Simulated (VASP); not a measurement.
Runs of VASP 6.6.1 on B2P. The structure is that of space group R-3m (No. 166), or close to it. The cells are those of the table. 

```csv
task,cell,k mesh,cutoff (eV),gap on the mesh (eV),pressure (GPa),relaxed volume (Å³/atom),largest force (eV/Å)
relaxation of cell and atoms,"relaxed from a = 4.064 Å, angles 41.7°, 3 atoms",6 × 6 × 6,600,none,0.0,10.36,0.01
single point,"a = 4.315 Å, angles 40.9°, 3 atoms",6 × 6 × 6,520,none,-0.2,-,0.01
single point,"a = 4.064 Å, angles 41.7°, 3 atoms",6 × 6 × 6,520,none,(b),-,(a)
relaxation of cell and atoms,"relaxed from a = 4.315 Å, angles 40.9°, 3 atoms",18 × 18 × 18,600,none,-0.1,10.39,-
single point,"a = 4.297 Å, angles 41.3°, 3 atoms",18 × 18 × 18,520,none,-0.2,-,0.02
```

Alike in all rows: level PBE; potentials or basis VASP PAW PBE potentials, release 64 (B, P); no spin polarisation; smearing gaussian 0.1 eV.

Question: Estimate the missing entries.

Answer: (a) 4.62; (b) 42.9.

Caveats: some runs use coarse meshes; the volume moved by over 15 % at a fixed basis, so the end points are rough (some runs); forces of over 1 eV/Å act on the atoms, so gaps and moduli don't describe the material at rest (some runs).

A gap of «none» marks levels without a gap at the run's occupations.
